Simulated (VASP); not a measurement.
The system is Yb.

```
CELL_PARAMETERS angstrom
-2.15148 2.15148 2.15148
2.15148 -2.15148 2.15148
2.15148 2.15148 -2.15148
ATOMIC_POSITIONS crystal
Yb 0.00000 0.00000 0.00000
```

This isn't the form of Yb at room conditions, which is fcc.

Base run:

```yaml
Program: VASP 6.6.1
Functional: PBE
Potentials_or_basis: VASP PAW PBE potentials, release 64 (Yb)
Cutoff: 520 eV
k_mesh: 7 × 7 × 7
Occupations: fermi-dirac, width 0.05 eV
Spin: collinear spin, ferromagnetic start
Starting_moments: "[1.5] μB"
Fixed_moment: 1.5 μB
```

Its results: pressure -3.2 GPa; site moments Yb +0.66 μB.

**Question.** After a change of settings the same cell gave: pressure -4.3 GPa; site moments Yb +0.67 μB. Which change was it?
A. functional from PBE to PBEsol
B. fixed moment from 1.5 μB to 0.5 μB; moments at the start from [1.5] to [0.5]
C. fixed moment from 1.5 μB to 1 μB; moments at the start from [1.5] to [1.0]
D. fixed moment from 1.5 μB to 0.2 μB; moments at the start from [1.5] to [0.2]

**Answer.** A.

PBEsol binds more tightly than PBE, so the same cell stands under less pressure.

Caveats: the cell stands under tension; the total moment is fixed, so each spin has its own Fermi level; the PAW data sets were made with another functional, which shifts forces and pressure a little (at least some runs).
